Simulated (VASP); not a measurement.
# Al4Co (Im-3m) in VASP: single point with PBE

Aim: the single point of Al4Co with PBE.

Everything below comes from runs of VASP 6.6.1. Logs are shortened: lines on timing, memory, paths and dates and some standing lists are left out, and cuts for length are marked.

**1. The cell of the first run**

It takes space group Im-3m (No. 229, cubic). The conventional cell has a = 5.569 Å, b = 5.569 Å, c = 5.569 Å, α = 90.00°, β = 90.00°, γ = 90.00°. Al (site symmetry -3m) has 2 Co at 2.41 Å and 6 Al at 2.78 Å within 3.2 Å. Within 3.2 Å of Co (site symmetry m-3m) lie 8 Al at 2.41 Å.

The cell was generated, and may not be a known phase.

**2. Single point, PBE, collinear spin, ferromagnetic start**

Input file INCAR:

```
ALGO = Normal
EDIFF = 1E-7
ENCUT = 520
GGA = PE
ISIF = 2
ISMEAR = 0
ISPIN = 2
LASPH = T
LCHARG = F
LMAXMIX = 4
LORBIT = 11
LREAL = F
LWAVE = F
MAGMOM = 0 0 0 0 0.68
NBANDS = 22
NELM = 150
PREC = Accurate
SIGMA = 0.1
```

Input file KPOINTS:

```
k-points
0
Gamma
  8 8 8
```

Input file POSCAR:

```
Al4Co
1.0
   -2.7845770943      2.7845770943      2.7845770943
    2.7845770943     -2.7845770943      2.7845770943
    2.7845770943      2.7845770943     -2.7845770943
Al Co
4 1
Direct
    0.5000000000      0.5000000000      0.5000000000
    0.0000000000      0.0000000000      0.5000000000
    0.0000000000      0.5000000000      0.0000000000
    0.5000000000      0.0000000000      0.0000000000
    0.0000000000      0.0000000000      0.0000000000
```

Potentials or basis: VASP PAW PBE potentials, release 64 (Al, Co).

Command:

```console
cat potpaw_PBE.64/Al/POTCAR potpaw_PBE.64/Co/POTCAR > POTCAR
mpirun -np 1 vasp_std > vasp.out
```

OUTCAR:

```text
EDIFF = 1E-7
   ENCUT = 520
   GGA = PE
   ISIF = 2
   ISMEAR = 0
   ISPIN = 2
   LASPH = T
   LORBIT = 11
   LREAL = F
   NELM = 150
   PREC = Accurate

 ion  position               nearest neighbor table
   1  0.500  0.500  0.500-   5 2.41   5 2.41   4 2.78   2 2.78   4 2.78   3 2.78   2 2.78   3 2.78

   2  0.000  0.000  0.500-   5 2.41   5 2.41   4 2.78   1 2.78   3 2.78   3 2.78   4 2.78   1 2.78

   3  0.000  0.500  0.000-   5 2.41   5 2.41   4 2.78   1 2.78   2 2.78   2 2.78   1 2.78   4 2.78

   4  0.500  0.000  0.000-   5 2.41   5 2.41   3 2.78   1 2.78   1 2.78   2 2.78   2 2.78   3 2.78

   5  0.000  0.000  0.000-   1 2.41   2 2.41   3 2.41   4 2.41   2 2.41   3 2.41   4 2.41   1 2.41

  LATTYP: Found a body centered cubic cell.
 ALAT       =     5.5691541886

  Lattice vectors:

 A1 = (  -2.7845770943,   2.7845770943,   2.7845770943)
 A2 = (   2.7845770943,  -2.7845770943,   2.7845770943)
 A3 = (   2.7845770943,   2.7845770943,  -2.7845770943)

Analysis of symmetry for initial positions (statically):
=====================================================================
 Subroutine PRICEL returns:
 Original cell was already a primitive cell.

 Routine SETGRP: Setting up the symmetry group for a
 body centered cubic supercell.

 Subroutine GETGRP returns: Found 48 space group operations
 (whereof 48 operations were pure point group operations)
 out of a pool of 48 trial point group operations.

The static configuration has the point symmetry O_h .

Analysis of symmetry for dynamics (positions and initial velocities):
=====================================================================
 Subroutine PRICEL returns:
 Original cell was already a primitive cell.

 Routine SETGRP: Setting up the symmetry group for a
 body centered cubic supercell.

 Subroutine GETGRP returns: Found 48 space group operations
 (whereof 48 operations were pure point group operations)
 out of a pool of 48 trial point group operations.

The dynamic configuration has the point symmetry O_h .

Analysis of structural, dynamic, and magnetic symmetry:
=====================================================================
 Subroutine PRICEL returns:
 Original cell was already a primitive cell.

 Routine SETGRP: Setting up the symmetry group for a
 body centered cubic supercell.

 Subroutine GETGRP returns: Found 48 space group operations
 (whereof 48 operations were pure point group operations)
 out of a pool of 48 trial point group operations.

The overall configuration has the point symmetry O_h .

 Subroutine INISYM returns: Found 48 space group operations
 (whereof 48 operations are pure point group operations),
 and found     1 'primitive' translations

----------------------------------------------------------------------------------------

                                     Primitive cell

  volume of cell :      86.3650

  direct lattice vectors                    reciprocal lattice vectors
    -2.784577094  2.784577094  2.784577094     0.000000000  0.179560480  0.179560480
     2.784577094 -2.784577094  2.784577094     0.179560480  0.000000000  0.179560480
     2.784577094  2.784577094 -2.784577094     0.179560480  0.179560480  0.000000000

  length of vectors
     4.823029005  4.823029005  4.823029005     0.253936866  0.253936866  0.253936866

  position of ions in fractional coordinates (direct lattice)
     0.500000000  0.500000000  0.500000000
     0.000000000  0.000000000  0.500000000
     0.000000000  0.500000000  0.000000000
     0.500000000  0.000000000  0.000000000
     0.000000000  0.000000000  0.000000000

  ion indices of the primitive-cell ions
   primitive index   ion index
                 1           1
                 2           2
                 3           3
                 4           4
                 5           5

----------------------------------------------------------------------------------------

 KPOINTS: k-points

Automatic generation of k-mesh.
 Grid dimensions read from file:
 generate k-points for:    8    8    8

 Generating k-lattice:

  Cartesian coordinates                     Fractional coordinates (reciprocal lattice)
     0.000000000  0.022445060  0.022445060     0.125000000  0.000000000  0.000000000
     0.022445060  0.000000000  0.022445060     0.000000000  0.125000000  0.000000000
     0.022445060  0.022445060  0.000000000     0.000000000  0.000000000  0.125000000

  Length of vectors
     0.031742108  0.031742108  0.031742108

  Shift w.r.t. Gamma in fractional coordinates (k-lattice)
     0.000000000  0.000000000  0.000000000

 Subroutine IBZKPT returns following result:
 ===========================================

 Found     29 irreducible k-points:

 Following reciprocal coordinates:
            Coordinates               Weight
  0.000000  0.000000  0.000000      1.000000
  0.125000  0.000000  0.000000     12.000000
  0.250000  0.000000  0.000000     12.000000
  0.375000  0.000000  0.000000     12.000000
  0.500000  0.000000  0.000000      6.000000
  0.125000  0.125000  0.000000     24.000000
[... 16 lines left out ...]
 -0.250000  0.250000  0.250000      6.000000
 -0.375000  0.375000  0.250000     24.000000
 [... further k-points ...]
   k-points           NKPTS =     29   k-points in BZ     NKDIM =     29   number of bands    NBANDS=     22
   number of dos      NEDOS =    301   number of ions     NIONS =      5
   total plane-waves  NPLWV =  46656
   dimension x,y,z NGX =    36 NGY =   36 NGZ =   36
   dimension x,y,z NGXF=    72 NGYF=   72 NGZF=   72
   ions per type =               4   1
   NGX,Y,Z   is equivalent  to a cutoff of  12.41, 12.41, 12.41 a.u.
   NGXF,Y,Z  is equivalent  to a cutoff of  24.82, 24.82, 24.82 a.u.
 SYSTEM =  unknown system
   PREC   = accura    normal or accurate (medium, high low for compatibility)
   ISTART =      0    job   : 0-new  1-cont  2-samecut
   ICHARG =      2    charge: 1-file 2-atom 10-const
   ISPIN  =      2    spin polarized calculation?
   LNONCOLLINEAR =      F non collinear calculations
   LSORBIT =      F    spin-orbit coupling
   LASPH  =      T    aspherical Exc in radial PAW
   ENCUT  =  520.0 eV  38.22 Ry    6.18 a.u.   8.97  8.97  8.97*2*pi/ulx,y,z
   NELM   =    150;   NELMIN=  2; NELMDL= -5     # of ELM steps
   EDIFF  = 0.1E-06   stopping-criterion for ELM
   LREAL  =      F    real-space projection
   EDIFFG = 0.1E-05   stopping-criterion for IOM
   NSW    =      0    number of steps for IOM
   IBRION =     -1    ionic relax: 0-MD 1-quasi-New 2-CG
   NFREE  =      0    steps in history (QN), initial steepest desc. (CG)
   ISIF   =      2    stress and relaxation
   ISYM   =      2    0-nonsym 1-usesym 2-fastsym
   POTIM  = 0.5000    time-step for ionic-motion
   TEBEG  =    0.0;   TEEND  =   0.0 temperature during run
   PSTRESS=    0.0 pullay stress
   NELECT =      21.0000    total number of electrons
   NUPDOWN=      -1.0000    fix difference up-down
   EMIN   =  10.00;   EMAX   =-10.00  energy-range for DOS
   EFERMI =   0.00;   METHOD = LEGACY
   ISMEAR =     0;   SIGMA  =   0.10  broadening in eV -4-tet -1-fermi 0-gaus
   EFERMI_NEDOS =   21; number of points for ismear=-14 and -15
   IALGO  =     38    algorithm
   IMIX   =      4    mixing-type and parameters
     AMIX     =   0.40;   BMIX     =  1.00
     AMIX_MAG =   1.60;   BMIX_MAG =  1.00
  volume/ion in A,a.u.               =      17.27       116.56
  Fermi-wavevector in a.u.,A,eV,Ry     =   1.021807  1.930934 14.205688  1.044089
  Thomas-Fermi vector in A             =   2.155451
   LORBIT       =     11    0 simple, 1 ext, 2 COOP (PROOUT), +10 PAW based schemes
   GGA     = PE    functional components
   LHFCALC =     F    Hartree Fock is set to
   AEXX    =    0.0000 exact exchange contribution
   IVDW    =     0    specifies the selected vdW correction
   LEPSILON=     F    determine dielectric tensor
   LRPA    =     F    only Hartree local field effects (RPA)
 spin polarized calculation
 Gauss-broadening in eV      SIGMA  =   0.10
  energy-cutoff  :      520.00
  volume of cell :       86.36
 maximum number of plane-waves:      2382
   NGX = 17   NGY = 17   NGZ = 17

 number of electron      21.0000007 magnetization       0.4564672

 Free energy of the ion-electron system (eV)
  ---------------------------------------------------
  ext. energy  EPLUGINS =         0.00000000
  ---------------------------------------------------
  free energy    TOTEN  =       -22.49804469 eV

  energy without entropy =      -22.47526483  energy(sigma->0) =      -22.48665476

 E-fermi :   6.7513     XC(G=0): -10.0402

 val. band max:        6.7438115590   @ k =  -0.2500   0.2500   0.1250
 cond. band min:       6.7614719027   @ k =  -0.3750  -0.3750   0.1250
 fundamental gap:      0.0176603437
 Fermi energy:         6.7513499043

 spin component 1

 k-point     1 :       0.0000    0.0000    0.0000
  band No.  band energies     occupation
      1      -3.1481      1.00000
      2       3.3961      1.00000
      3       3.3961      1.00000
      4       3.3961      1.00000
      5       4.7336      1.00000
      6       4.7336      1.00000
[... 574 lines left out ...]
      6       3.9466      1.00000
[... 14 lines left out ...]
     21      15.1943      0.00000
     22      15.5451      0.00000

 [... further k-points ...]

 spin component 2

 k-point     1 :       0.0000    0.0000    0.0000
  band No.  band energies     occupation
      1      -3.0929      1.00000
      2       3.5501      1.00000
      3       3.5501      1.00000
      4       3.5501      1.00000
      5       4.8966      1.00000
      6       4.8966      1.00000
[... 574 lines left out ...]
      6       4.1240      1.00000
[... 14 lines left out ...]
     21      15.2600      0.00000
     22      15.6254      0.00000

 [... further k-points ...]
[... 5 lines left out ...]
  --------------------------------------------------------------------------------------
  -------------------------------------------------------------------------------------
  Total       -0.0404385     -0.0404385     -0.0404385      0.0000000     -0.0000000      0.0000000
  in kB       -0.7501837     -0.7501837     -0.7501837      0.0000000     -0.0000000      0.0000000
  external PRESSURE =      -0.7501837 kB  Pullay stress =       0.0000000 kB

 VOLUME and BASIS-vectors are now :
 -----------------------------------------------------------------------------
  energy-cutoff  :      520.00
  volume of cell :       86.36
      direct lattice vectors                 reciprocal lattice vectors
    -2.784577094  2.784577094  2.784577094     0.000000000  0.179560480  0.179560480
     2.784577094 -2.784577094  2.784577094     0.179560480  0.000000000  0.179560480
     2.784577094  2.784577094 -2.784577094     0.179560480  0.179560480  0.000000000

 POSITION                                       TOTAL-FORCE (eV/Angst)
 -----------------------------------------------------------------------------------
      1.39229      1.39229      1.39229        -0.000000      0.000000      0.000000
      1.39229      1.39229     -1.39229         0.000000     -0.000000     -0.000000
      1.39229     -1.39229      1.39229        -0.000000      0.000000     -0.000000
     -1.39229      1.39229      1.39229         0.000000     -0.000000      0.000000
      0.00000      0.00000      0.00000        -0.000000     -0.000000     -0.000000
 -----------------------------------------------------------------------------------
    total drift:                               -0.000000     -0.000000     -0.000000

  FREE ENERGIE OF THE ION-ELECTRON SYSTEM (eV)
  ---------------------------------------------------
  free  energy   TOTEN  =       -22.4980446920 eV

  energy  without entropy=      -22.4752648280  energy(sigma->0) =      -22.48665476

 total charge

# of ion       s       p       d       tot
------------------------------------------
    1        0.436   0.362   0.000   0.798
    2        0.436   0.362   0.000   0.798
    3        0.436   0.362   0.000   0.798
    4        0.436   0.362   0.000   0.798
    5        0.482   0.550   7.516   8.548
--------------------------------------------------
tot          2.226   1.999   7.516  11.741

 magnetization (x)

# of ion       s       p       d       tot
------------------------------------------
    1        0.002   0.007   0.000   0.008
    2        0.002   0.007   0.000   0.008
    3        0.002   0.007   0.000   0.008
    4        0.002   0.007   0.000   0.008
    5        0.009   0.000   0.254   0.263
--------------------------------------------------
tot          0.015   0.027   0.254   0.296
```

Wall time 91 s (1 thread of Intel Xeon Platinum 8488C (Sapphire Rapids), shared host); peak memory 0.28 GiB.

What came out:

```yaml
Free_energy: -22.4980 eV
Pressure: -0.1 GPa
Net_moment: 0.46 μB per cell
Site_moments: Al +0.01; Co +0.26 μB
Valence_electrons_inside_the_program's_atomic_spheres: Al 0.80; Co 8.55
```
